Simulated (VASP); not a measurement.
# Ge (Cmmm) in VASP: further runs, part 2 of 2

VASP 6.6.1. Earlier steps stand in the parts before.

### Step 4. Single point, PBEsol

INCAR reads:

```
  ALGO = Normal
  EDIFF = 1E-7
  ENCUT = 520
  GGA = PS
  ISIF = 2
  ISMEAR = 1
  LASPH = T
  LCHARG = T
  LELF = T
  LREAL = F
  LVHAR = T
  LWAVE = F
  NBANDS = 13
  NELM = 60
  PREC = Accurate
  SIGMA = 0.05
```

KPOINTS reads:

```
k-points
0
Gamma
  9 9 8
```

POSCAR reads:

```
Ge
1.0
    2.9520690000      0.0000000000      0.0000000000
   -1.6295889250      2.4615343419      0.0000000000
    0.0000000000      0.0000000000      2.6982310000
Ge
1
Direct
    0.5000000000      0.5000000000      0.0000000000
```

Potentials or basis: VASP PAW PBE potentials, release 64 (Ge_d).

Launch:

```sh
cat potpaw_PBE.64/Ge_d/POTCAR > POTCAR
mpirun -np 1 vasp_std > vasp.out
```

OUTCAR:

```text
EDIFF = 1E-7
   ENCUT = 520
   GGA = PS
   ISIF = 2
   ISMEAR = 1
   LASPH = T
   LREAL = F
   NELM = 60
   PREC = Accurate

 ion  position               nearest neighbor table
   1  0.500  0.500  0.000-

  LATTYP: Found a base centered orthorhombic cell.
 ALAT       =     2.7942986356
 B/A-ratio  =     1.8613016471
 C/A-ratio  =     0.9656201258

  Lattice vectors:

 A1 = (   2.9520690000,   0.0000000000,   0.0000000000)
 A2 = (  -1.6295889250,   2.4615343419,   0.0000000000)
 A3 = (   0.0000000000,   0.0000000000,   2.6982310000)

Analysis of symmetry for initial positions (statically):
=====================================================================
 Subroutine PRICEL returns:
 Original cell was already a primitive cell.

 Routine SETGRP: Setting up the symmetry group for a
 base centered orthorhombic supercell.

 Subroutine GETGRP returns: Found  8 space group operations
 (whereof  8 operations were pure point group operations)
 out of a pool of  8 trial point group operations.

The static configuration has the point symmetry D_2h.

Analysis of symmetry for dynamics (positions and initial velocities):
=====================================================================
 Subroutine PRICEL returns:
 Original cell was already a primitive cell.

 Routine SETGRP: Setting up the symmetry group for a
 base centered orthorhombic supercell.

 Subroutine GETGRP returns: Found  8 space group operations
 (whereof  8 operations were pure point group operations)
 out of a pool of  8 trial point group operations.

The dynamic configuration has the point symmetry D_2h.

 Subroutine INISYM returns: Found  8 space group operations
 (whereof  8 operations are pure point group operations),
 and found     1 'primitive' translations

----------------------------------------------------------------------------------------

                                     Primitive cell

[... 110 lines left out ...]
  Fermi-wavevector in a.u.,A,eV,Ry     =   1.463234  2.765111 29.130789  2.141053
  Thomas-Fermi vector in A             =   2.579353
   LORBIT       =      0    0 simple, 1 ext, 2 COOP (PROOUT), +10 PAW based schemes
   GGA     = PS    functional components
   LHFCALC =     F    Hartree Fock is set to
   AEXX    =    0.0000 exact exchange contribution
   IVDW    =     0    specifies the selected vdW correction
   LEPSILON=     F    determine dielectric tensor
   LRPA    =     F    only Hartree local field effects (RPA)
 non-spin polarized calculation
 Methfessel and Paxton  Order N= 1 SIGMA  =   0.05
  energy-cutoff  :      520.00
  volume of cell :       19.61
 maximum number of plane-waves:       540
 NGX is ok and might be reduce to    24
   NGX = 11   NGY = 11   NGZ = 11

 number of electron      14.0000003 magnetization

 Free energy of the ion-electron system (eV)
  ---------------------------------------------------
  ext. energy  EPLUGINS =         0.00000000
  ---------------------------------------------------
  free energy    TOTEN  =        -4.70088454 eV

  energy without entropy =       -4.70116337  energy(sigma->0) =       -4.70097748

 E-fermi :   6.2020     XC(G=0): -11.1900

 val. band max:        6.1976655402   @ k =   0.3333   0.1111   0.5000
 cond. band min:       6.2250317572   @ k =  -0.4444   0.1111   0.3750
 fundamental gap:      0.0273662170
 Fermi energy:         6.2020444111

 k-point     1 :       0.0000    0.0000    0.0000
  band No.  band energies     occupation
      1     -18.6092      2.00000
      2     -18.5241      2.00000
      3     -18.4731      2.00000
      4     -18.3857      2.00000
      5     -18.3718      2.00000
      6      -6.7981      2.00000
      7      12.7132      0.00000
      8      13.2046      0.00000
      9      14.6994      0.00000
     10      16.2419      0.00000
     11      18.5525      0.00000
     12      20.8962      0.00000
     13      21.0872      0.00000
[... 354 lines left out ...]
  band No.  band energies     occupation
      1     -18.5813      2.00000
      2     -18.4928      2.00000
      3     -18.4241      2.00000
      4     -18.3974      2.00000
      5     -18.3848      2.00000
      6      -2.3998      2.00000
      7       0.8239      2.00000
      8       8.8296      0.00000
      9      16.0904      0.00000
     10      18.0396      0.00000
     11      22.0189      0.00000
     12      22.4236      0.00000
     13      22.8112      0.00000

 [... further k-points ...]
[... 5 lines left out ...]
  --------------------------------------------------------------------------------------
  -------------------------------------------------------------------------------------
  Total       -0.5148181     -0.5253635     -0.5209361     -0.0079645      0.0000000      0.0000000
  in kB      -42.0680979    -42.9298063    -42.5680278     -0.6508159      0.0000000      0.0000000
  external PRESSURE =     -42.5219773 kB  Pullay stress =       0.0000000 kB

 VOLUME and BASIS-vectors are now :
 -----------------------------------------------------------------------------
  energy-cutoff  :      520.00
  volume of cell :       19.61
      direct lattice vectors                 reciprocal lattice vectors
     2.952069000  0.000000000  0.000000000     0.338745470  0.224256821  0.000000000
    -1.629588925  2.461534342  0.000000000     0.000000000  0.406250680  0.000000000
     0.000000000  0.000000000  2.698231000     0.000000000  0.000000000  0.370613191

 POSITION                                       TOTAL-FORCE (eV/Angst)
 -----------------------------------------------------------------------------------
      0.66124      1.23077      0.00000         0.000000      0.000000      0.000000
 -----------------------------------------------------------------------------------
    total drift:                                0.000000     -0.000000     -0.000000

  FREE ENERGIE OF THE ION-ELECTRON SYSTEM (eV)
  ---------------------------------------------------
  free  energy   TOTEN  =        -4.7008845395 eV

  energy  without entropy=       -4.7011633682  energy(sigma->0) =       -4.70097748
```

stdout:

```text
POSCAR found type information on POSCAR Ge
 POSCAR found :  1 types and       1 ions
 scaLAPACK will be used
 -----------------------------------------------------------------------------
|                                                                             |
|                                                                             |
|     You enforced a specific xc type in the INCAR file but a different       |
|     I HOPE YOU KNOW WHAT YOU ARE DOING!                                     |
|                                                                             |
 -----------------------------------------------------------------------------

 LDA part: xc-table for (Slater+PW92), standard interpolation
 POSCAR, INCAR and KPOINTS ok, starting setup
 FFT: planning ... GRIDC
 FFT: planning ... GRID_SOFT
 FFT: planning ... GRID
 WAVECAR not read
 entering main loop
```

Wall time 11 s (1 thread of Intel Xeon Platinum 8488C (Sapphire Rapids), shared host); peak memory 0.15 GiB.

What came out:

- Free energy: -4.7009 eV
- Pressure: -4.3 GPa
- Band gap on the k mesh: zero (band 7 reaches 12.71 eV, above the bottom of band 8 at 2.88 eV)

Caveat: the PAW data sets were made with another functional, which shifts forces and pressure a little.

### Step 5. Single point, PBEsol

INCAR reads:

```
PREC = Accurate
ENCUT = 520
EDIFF = 1E-7
ISMEAR = 1
SIGMA = 0.05
LREAL = False
LASPH = True
NELM = 60
ALGO = Normal
ISIF = 2
LWAVE = False
LCHARG = False
GGA = PS
NBANDS = 13
```

KPOINTS reads:

```
regular mesh
0
Gamma
  11 11 10
```

POSCAR is that of step 4.

Launch:

```sh
cat potpaw_PBE.64/Ge_d/POTCAR > POTCAR
mpirun -np 1 vasp_std > vasp.out
```

Wall time 16 s (1 thread of Intel Xeon Platinum 8488C (Sapphire Rapids), shared host); peak memory 0.17 GiB.

It converged, with:

- Free energy: -4.7304 eV
- Pressure: -4.3 GPa
- Band gap on the k mesh: zero (band 7 reaches 12.73 eV, above the bottom of band 8 at 3.66 eV)

Stress tensor (GPa, compression positive):
```
-5.48  1.50  0.00
 1.50 -3.49  0.00
 0.00  0.00 -3.87
```

Levels at points of the mesh, in eV from the Fermi level:
```
           k point  band 5  band 6  band 7  band 8  band 9  band 10
(0.00, 0.00, 0.00)  -24.40  -12.85    6.67    7.15    8.65    10.20
(0.00, 0.00, 0.50)  -24.44   -9.07   -5.67    9.97   11.47    16.06
```

Caveat: the PAW data sets were made with another functional, which shifts forces and pressure a little.

### Step 6. Overview

| k mesh | gap on the mesh (eV) | pressure (GPa) |
| --- | --- | --- |
| 3 × 3 × 3 | none | -6.4 |
| 7 × 7 × 7 | none | -4.7 |
| 9 × 9 × 8 | none | -4.3 |
| 11 × 11 × 10 | none | -4.3 |

Alike in all rows: task single point; level PBEsol; potentials or basis VASP PAW PBE potentials, release 64 (Ge_d); no spin polarisation; cell as given; cutoff (eV) 520; smearing methfessel-paxton 0.05 eV.

Caveats: some runs use coarse meshes; the PAW data sets were made with another functional, which shifts forces and pressure a little.

Absolute energies hang on the potentials; compare differences alone.
